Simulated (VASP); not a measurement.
# YN (Fm-3m) in VASP: a series of runs, part 2 of 2

VASP 6.6.1.

**4. Single point, PBE**

This run uses another cell than the first one, of 14.79 Å³/atom.

INCAR

```
  PREC = Accurate
  ENCUT = 600
  EDIFF = 1E-6
  ISMEAR = 0
  SIGMA = 0.01
  LREAL = F
  LASPH = T
  NELM = 120
  ALGO = Normal
  ISIF = 2
  LWAVE = F
  LCHARG = F
  GGA = PE
  NBANDS = 15
  GGA_COMPAT = F
```

KPOINTS

```
Automatic mesh
0
Gamma
  8 8 8
```

POSCAR

```
YN
1.0
    0.0000000000      2.4546494773      2.4546494773
    2.4546494773      0.0000000000      2.4546494773
    2.4546494773      2.4546494773      0.0000000000
Y N
1 1
Direct
    0.0000000000      0.0000000000      0.0000000000
    0.5000000000      0.5000000000      0.5000000000
```

Potentials or basis: VASP PAW PBE potentials, release 64 (Y_sv, N).

Command:

```sh
cat potpaw_PBE.64/Y_sv/POTCAR potpaw_PBE.64/N/POTCAR > POTCAR
mpirun -np 1 vasp_std > vasp.out
```

OUTCAR:

```text
PREC = Accurate
   ENCUT = 600
   EDIFF = 1E-6
   ISMEAR = 0
   LREAL = F
   LASPH = T
   NELM = 120
   ISIF = 2
   GGA = PE

 ion  position               nearest neighbor table
   1  0.000  0.000  0.000-   2 2.45   2 2.45   2 2.45   2 2.45   2 2.45   2 2.45
   2  0.500  0.500  0.500-   1 2.45   1 2.45   1 2.45   1 2.45   1 2.45   1 2.45

  LATTYP: Found a face centered cubic cell.
 ALAT       =     4.9092989546

  Lattice vectors:

 A1 = (   0.0000000000,   2.4546494773,   2.4546494773)
 A2 = (   2.4546494773,   0.0000000000,   2.4546494773)
 A3 = (   2.4546494773,   2.4546494773,   0.0000000000)

Analysis of symmetry for initial positions (statically):
=====================================================================
 Subroutine PRICEL returns:
 Original cell was already a primitive cell.

 Routine SETGRP: Setting up the symmetry group for a
 face centered cubic supercell.

 Subroutine GETGRP returns: Found 48 space group operations
 (whereof 48 operations were pure point group operations)
 out of a pool of 48 trial point group operations.

The static configuration has the point symmetry O_h .

[... 173 lines left out ...]
      5      -8.8008      2.00000
      6       4.0819      2.00000
      7       4.0819      2.00000
      8       4.0819      2.00000
      9       7.1998      0.00000
     10       7.1998      0.00000
     11       7.1998      0.00000
     12       8.1195      0.00000
     13       9.1479      0.00000
     14       9.1479      0.00000
[... 401 lines left out ...]
      2     -17.3487      2.00000
      3     -16.7909      2.00000
      4     -16.6296      2.00000
      5      -7.5019      2.00000
      6       0.9057      2.00000
      7       2.2354      2.00000
      8       2.2441      2.00000
      9       8.5452      0.00000
     10       8.8618      0.00000
     11      10.8723      0.00000
     12      12.0361      0.00000
     13      13.5522      0.00000
     14      14.8480      0.00000
     15      16.5066      0.00000

 [... further k-points ...]

------------------------ aborting loop because EDIFF is reached ----------------------------------------

  FORCE on cell =-STRESS in cart. coord.  units (eV):
  Direction    XX          YY          ZZ          XY          YZ          ZX
  --------------------------------------------------------------------------------------
  -------------------------------------------------------------------------------------
  Total       -0.0968741     -0.0968741     -0.0968741      0.0000000      0.0000000      0.0000000
  in kB       -5.2471045     -5.2471045     -5.2471045      0.0000000      0.0000000      0.0000000
  external PRESSURE =      -5.2471045 kB  Pullay stress =       0.0000000 kB

 VOLUME and BASIS-vectors are now :
 -----------------------------------------------------------------------------
  energy-cutoff  :      600.00
  volume of cell :       29.58
      direct lattice vectors                 reciprocal lattice vectors
     0.000000000  2.454649477  2.454649477    -0.203695071  0.203695071  0.203695071
     2.454649477  0.000000000  2.454649477     0.203695071 -0.203695071  0.203695071
     2.454649477  2.454649477  0.000000000     0.203695071  0.203695071 -0.203695071

 POSITION                                       TOTAL-FORCE (eV/Angst)
 -----------------------------------------------------------------------------------
      0.00000      0.00000      0.00000        -0.000000      0.000000     -0.000000
      2.45465      2.45465      2.45465         0.000000     -0.000000      0.000000
 -----------------------------------------------------------------------------------
    total drift:                                0.000000      0.000000      0.000000

  FREE ENERGIE OF THE ION-ELECTRON SYSTEM (eV)
  ---------------------------------------------------
  free  energy   TOTEN  =       -18.2287475193 eV

  energy  without entropy=      -18.2287475193  energy(sigma->0) =      -18.22874752
```

OSZICAR:

```text
N       E                     dE             d eps       ncg     rms          rms(c)
DAV:   1     0.583828232351E+02    0.58383E+02   -0.89771E+03   870   0.119E+03
DAV:   2    -0.184133496306E+02   -0.76796E+02   -0.69999E+02  1164   0.253E+02
DAV:   3    -0.218545542050E+02   -0.34412E+01   -0.34128E+01  1102   0.457E+01
DAV:   4    -0.219324096301E+02   -0.77855E-01   -0.77838E-01  1026   0.629E+00
DAV:   5    -0.219335772919E+02   -0.11677E-02   -0.11676E-02  1066   0.669E-01    0.302E+01
DAV:   6    -0.184981333498E+02    0.34354E+01   -0.88997E+00   982   0.253E+01    0.324E+01
DAV:   7    -0.182586217095E+02    0.23951E+00   -0.58126E-01  1088   0.670E+00    0.235E+01
DAV:   8    -0.182557166627E+02    0.29050E-02   -0.28220E-01  1270   0.476E+00    0.107E+01
DAV:   9    -0.182280872672E+02    0.27629E-01   -0.44761E-02  1163   0.213E+00    0.182E+00
DAV:  10    -0.182287055497E+02   -0.61828E-03   -0.39881E-03   947   0.565E-01    0.499E-01
DAV:  11    -0.182287555894E+02   -0.50040E-04   -0.23680E-04  1141   0.143E-01    0.287E-01
DAV:  12    -0.182287469266E+02    0.86627E-05   -0.23974E-05  1088   0.443E-02    0.663E-02
DAV:  13    -0.182287475193E+02   -0.59262E-06   -0.15203E-06   897   0.126E-02
   1 F= -.18228748E+02 E0= -.18228748E+02  d E =-.115161E-45
```

stdout:

```text
POSCAR found type information on POSCAR Y N
 POSCAR found :  2 types and       2 ions
 scaLAPACK will be used
 LDA part: xc-table for (Slater+PW92), standard interpolation
 POSCAR, INCAR and KPOINTS ok, starting setup
 FFT: planning ... GRIDC
 FFT: planning ... GRID_SOFT
 FFT: planning ... GRID
 WAVECAR not read
 entering main loop
```

It took 20 s on 1 thread of Intel Xeon 8259CL, shared host; peak memory 0.18 GiB.

Results:

```yaml
Free_energy: -18.2287 eV
Pressure: -0.5 GPa
Band_gap_on_the_k_mesh: 0.21 eV (least direct gap 0.61 eV)
```

Levels at points of the mesh, in eV from the valence-band top:
```csv
k point,band 4,band 5,band 6,band 7,band 8,band 9,band 10,band 11,band 12,band 13
"(0.00, 0.00, 0.00)",-20.54,-12.88,0.00,0.00,0.00,3.12,3.12,3.12,4.04,5.07
"(0.50, 0.00, 0.00)",-20.62,-11.17,-4.05,-2.21,-2.21,5.63,6.30,6.30,6.65,10.03
"(0.50, 0.50, 0.00)",-20.85,-12.44,-1.52,-0.40,-0.40,0.21,6.77,7.09,7.80,7.80
```

Caveat: semilocal functionals underestimate gaps, and a narrow one can read as zero. A k mesh can miss the band edges.

**5. Single point, PBE**

This run uses another cell than the first one, of 15.08 Å³/atom.

INCAR

```
ALGO = Normal
EDIFF = 1E-6
ENCUT = 600
GGA = PE
GGA_COMPAT = False
ISIF = 2
ISMEAR = 0
LASPH = True
LCHARG = False
LREAL = False
LWAVE = False
NBANDS = 15
NELM = 120
PREC = Accurate
SIGMA = 0.01
```

KPOINTS

```
k-points
0
Gamma
  8 8 8
```

POSCAR

```
YN
1.0
    0.0000000000      2.4705892062      2.4705892062
    2.4705892062      0.0000000000      2.4705892062
    2.4705892062      2.4705892062      0.0000000000
Y N
1 1
Direct
    0.0000000000      0.0000000000      0.0000000000
    0.5000000000      0.5000000000      0.5000000000
```

Potentials or basis: VASP PAW PBE potentials, release 64 (Y_sv, N).

Command:

```sh
cat potpaw_PBE.64/Y_sv/POTCAR potpaw_PBE.64/N/POTCAR > POTCAR
mpirun -np 1 vasp_std > vasp.out
```

OUTCAR:

```text
EDIFF = 1E-6
   ENCUT = 600
   GGA = PE
   ISIF = 2
   ISMEAR = 0
   LASPH = True
   LREAL = False
   NELM = 120
   PREC = Accurate

 ion  position               nearest neighbor table
   1  0.000  0.000  0.000-   2 2.47   2 2.47   2 2.47   2 2.47   2 2.47   2 2.47
   2  0.500  0.500  0.500-   1 2.47   1 2.47   1 2.47   1 2.47   1 2.47   1 2.47

  LATTYP: Found a face centered cubic cell.
 ALAT       =     4.9411784124

  Lattice vectors:

 A1 = (   0.0000000000,   2.4705892062,   2.4705892062)
 A2 = (   2.4705892062,   0.0000000000,   2.4705892062)
 A3 = (   2.4705892062,   2.4705892062,   0.0000000000)

Analysis of symmetry for initial positions (statically):
=====================================================================
 Subroutine PRICEL returns:
 Original cell was already a primitive cell.

 Routine SETGRP: Setting up the symmetry group for a
 face centered cubic supercell.

 Subroutine GETGRP returns: Found 48 space group operations
 (whereof 48 operations were pure point group operations)
 out of a pool of 48 trial point group operations.

The static configuration has the point symmetry O_h .

Analysis of symmetry for dynamics (positions and initial velocities):
=====================================================================
 Subroutine PRICEL returns:
 Original cell was already a primitive cell.

 Routine SETGRP: Setting up the symmetry group for a
 face centered cubic supercell.

 Subroutine GETGRP returns: Found 48 space group operations
 (whereof 48 operations were pure point group operations)
 out of a pool of 48 trial point group operations.

The dynamic configuration has the point symmetry O_h .

 Subroutine INISYM returns: Found 48 space group operations
 (whereof 48 operations are pure point group operations),
 and found     1 'primitive' translations

----------------------------------------------------------------------------------------

                                     Primitive cell

  volume of cell :      30.1600

  direct lattice vectors                    reciprocal lattice vectors
     0.000000000  2.470589206  2.470589206    -0.202380873  0.202380873  0.202380873
[... 119 lines left out ...]
  energy-cutoff  :      600.00
  volume of cell :       30.16
 maximum number of plane-waves:      1036
   NGX = 13   NGY = 13   NGZ = 13

 number of electron      16.0000000 magnetization

 Free energy of the ion-electron system (eV)
  ---------------------------------------------------
  ext. energy  EPLUGINS =         0.00000000
  ---------------------------------------------------
  free energy    TOTEN  =       -18.22198238 eV

  energy without entropy =      -18.22198238  energy(sigma->0) =      -18.22198238

 E-fermi :   4.0515     XC(G=0): -11.0929

 val. band max:        3.9668826411   @ k =   0.0000   0.0000   0.0000
 cond. band min:       4.2053088960   @ k =   0.5000   0.5000   0.0000
 fundamental gap:      0.2384262550
 Fermi energy:         4.0514756816

 k-point     1 :       0.0000    0.0000    0.0000
  band No.  band energies     occupation
      1     -37.0079      2.00000
      2     -16.6756      2.00000
      3     -16.6756      2.00000
      4     -16.6756      2.00000
      5      -8.8654      2.00000
      6       3.9669      2.00000
      7       3.9669      2.00000
      8       3.9669      2.00000
      9       7.0540      0.00000
     10       7.0540      0.00000
     11       7.0540      0.00000
     12       7.8307      0.00000
     13       8.9546      0.00000
     14       8.9546      0.00000
[... 401 lines left out ...]
      2     -17.5016      2.00000
      3     -16.9840      2.00000
      4     -16.8337      2.00000
      5      -7.6170      2.00000
      6       0.8260      2.00000
      7       2.1376      2.00000
      8       2.1615      2.00000
      9       8.3648      0.00000
     10       8.6751      0.00000
     11      10.6311      0.00000
     12      11.7372      0.00000
     13      13.2393      0.00000
     14      14.5377      0.00000
     15      16.1398      0.00000

 [... further k-points ...]

------------------------ aborting loop because EDIFF is reached ----------------------------------------

  FORCE on cell =-STRESS in cart. coord.  units (eV):
  Direction    XX          YY          ZZ          XY          YZ          ZX
  --------------------------------------------------------------------------------------
  -------------------------------------------------------------------------------------
  Total       -0.6508517     -0.6508517     -0.6508517      0.0000000     -0.0000000      0.0000000
  in kB      -34.5749050    -34.5749050    -34.5749050      0.0000000     -0.0000000      0.0000000
  external PRESSURE =     -34.5749050 kB  Pullay stress =       0.0000000 kB

 VOLUME and BASIS-vectors are now :
 -----------------------------------------------------------------------------
  energy-cutoff  :      600.00
  volume of cell :       30.16
      direct lattice vectors                 reciprocal lattice vectors
     0.000000000  2.470589206  2.470589206    -0.202380873  0.202380873  0.202380873
     2.470589206  0.000000000  2.470589206     0.202380873 -0.202380873  0.202380873
     2.470589206  2.470589206  0.000000000     0.202380873  0.202380873 -0.202380873

 POSITION                                       TOTAL-FORCE (eV/Angst)
 -----------------------------------------------------------------------------------
      0.00000      0.00000      0.00000        -0.000000      0.000000      0.000000
      2.47059      2.47059      2.47059         0.000000     -0.000000     -0.000000
 -----------------------------------------------------------------------------------
    total drift:                                0.000000      0.000000      0.000000

  FREE ENERGIE OF THE ION-ELECTRON SYSTEM (eV)
  ---------------------------------------------------
  free  energy   TOTEN  =       -18.2219823815 eV

  energy  without entropy=      -18.2219823815  energy(sigma->0) =      -18.22198238
```

stdout:

```text
POSCAR found type information on POSCAR Y N
 POSCAR found :  2 types and       2 ions
 scaLAPACK will be used
 LDA part: xc-table for (Slater+PW92), standard interpolation
 POSCAR, INCAR and KPOINTS ok, starting setup
 FFT: planning ... GRIDC
 FFT: planning ... GRID_SOFT
 FFT: planning ... GRID
 WAVECAR not read
 entering main loop
```

Wall time 19 s (1 thread of Intel Xeon 8259CL, shared host); peak memory 0.18 GiB.

Results:

```yaml
Free_energy: -18.2220 eV
Pressure: -3.5 GPa
Band_gap_on_the_k_mesh: 0.24 eV (least direct gap 0.65 eV)
```

Caveat: the cell stands under tension; semilocal functionals underestimate gaps, and a narrow one can read as zero. A k mesh can miss the band edges.

**6. Single point, PBE**

This run uses another cell than the first one, of 15.37 Å³/atom.

INCAR

```
PREC = Accurate
ENCUT = 600
EDIFF = 1E-6
ISMEAR = 0
SIGMA = 0.01
LREAL = F
LASPH = T
NELM = 120
ALGO = Normal
ISIF = 2
LWAVE = F
LCHARG = F
GGA = PE
NBANDS = 15
GGA_COMPAT = F
```

KPOINTS

```
Automatic mesh
0
Gamma
  8 8 8
```

POSCAR

```
YN
1.0
    0.0000000000      2.4863258675      2.4863258675
    2.4863258675      0.0000000000      2.4863258675
    2.4863258675      2.4863258675      0.0000000000
Y N
1 1
Direct
    0.0000000000      0.0000000000      0.0000000000
    0.5000000000      0.5000000000      0.5000000000
```

Potentials or basis: VASP PAW PBE potentials, release 64 (Y_sv, N).

Command:

```sh
cat potpaw_PBE.64/Y_sv/POTCAR potpaw_PBE.64/N/POTCAR > POTCAR
mpirun -np 1 vasp_std > vasp.out
```

Run time: 21 s. Hardware: 1 thread of Intel Xeon 8259CL, shared host; peak memory 0.18 GiB.

It converged, with:

| Quantity | Value |
| --- | --- |
| Free energy | -18.2051 eV |
| Pressure | -6.1 GPa |
| Band gap on the k mesh | 0.27 eV (least direct gap 0.69 eV) |

Levels at points of the mesh, in eV from the valence-band top:
```tsv
k point	band 4	band 5	band 6	band 7	band 8	band 9	band 10	band 11	band 12	band 13
(0.00, 0.00, 0.00)	-20.74	-12.78	0.00	0.00	0.00	3.06	3.06	3.06	3.70	4.91
(0.50, 0.00, 0.00)	-20.81	-11.23	-3.94	-2.11	-2.11	5.44	6.07	6.07	6.41	9.62
(0.50, 0.50, 0.00)	-21.01	-12.33	-1.58	-0.43	-0.43	0.27	6.52	6.71	7.50	7.50
```

Caveat: the cell stands under tension; semilocal functionals underestimate gaps, and a narrow one can read as zero.

**7. Summary**

```tsv
cell	gap on the mesh (eV)	pressure (GPa)
a = 3.425 Å, angles 60.0°, 2 atoms	0.14	6.3
a = 3.449 Å, angles 60.0°, 2 atoms	0.17	2.7
a = 3.471 Å, angles 60.0°, 2 atoms	0.21	-0.5
a = 3.494 Å, angles 60.0°, 2 atoms	0.24	-3.5
a = 3.516 Å, angles 60.0°, 2 atoms	0.27	-6.1
```

Alike in all rows: task single point; level PBE; potentials or basis VASP PAW PBE potentials, release 64 (Y_sv, N); no spin polarisation; k mesh 8 × 8 × 8; cutoff (eV) 600; smearing gaussian 0.01 eV.

Caveats: semilocal functionals underestimate gaps, and a narrow one can read as zero; the cell stands under tension (at least some runs); the cell stands under pressure (at least some runs).

Total energies depend on the potentials used, so only differences within one code and one set of settings carry meaning.
